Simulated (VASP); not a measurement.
A run of VASP 6.6.1 is set up as follows.

INCAR

```
  AGGAC = 1.0
  AGGAX = 1.0
  ALDAC = 0.0
  ALDAX = 1.0
  ALGO = Normal
  EDIFF = 1E-6
  EDIFFG = -0.01
  ENCUT = 600
  GGA = B5
  IBRION = 2
  ISIF = 3
  ISMEAR = -1
  LASPH = True
  LCHARG = False
  LREAL = False
  LWAVE = False
  NELM = 80
  NSW = 60
  PREC = Accurate
  SIGMA = 0.05
```

KPOINTS

```
k-points
0
Gamma
  11 11 11
```

POSCAR

```
Ti
1.0
   -1.6410000000      1.6410000000      1.6410000000
    1.6410000000     -1.6410000000      1.6410000000
    1.6410000000      1.6410000000     -1.6410000000
Ti
1
Direct
    0.0000000000      0.0000000000      0.0000000000
```

Potentials or basis: VASP PAW PBE potentials, release 64 (Ti_sv).

Launch:

```sh
$ cat potpaw_PBE.64/Ti_sv/POTCAR > POTCAR
$ mpirun -np 1 vasp_std > vasp.out
```

(1) Estimate the band gap on the k mesh.

(2) What does it give for the relaxed volume?

(3) Predict the relaxed cell.

Answers

(1) zero (band 6 reaches 9.34 eV, above the bottom of band 7 at 7.81 eV).

(2) 17.62 Å³/atom.

(3) a = 2.839 Å, b = 2.839 Å, c = 2.839 Å, α = 109.47°, β = 109.47°, γ = 109.47°.

Caveat: the PAW data sets were made with another functional, which shifts forces and pressure a little.
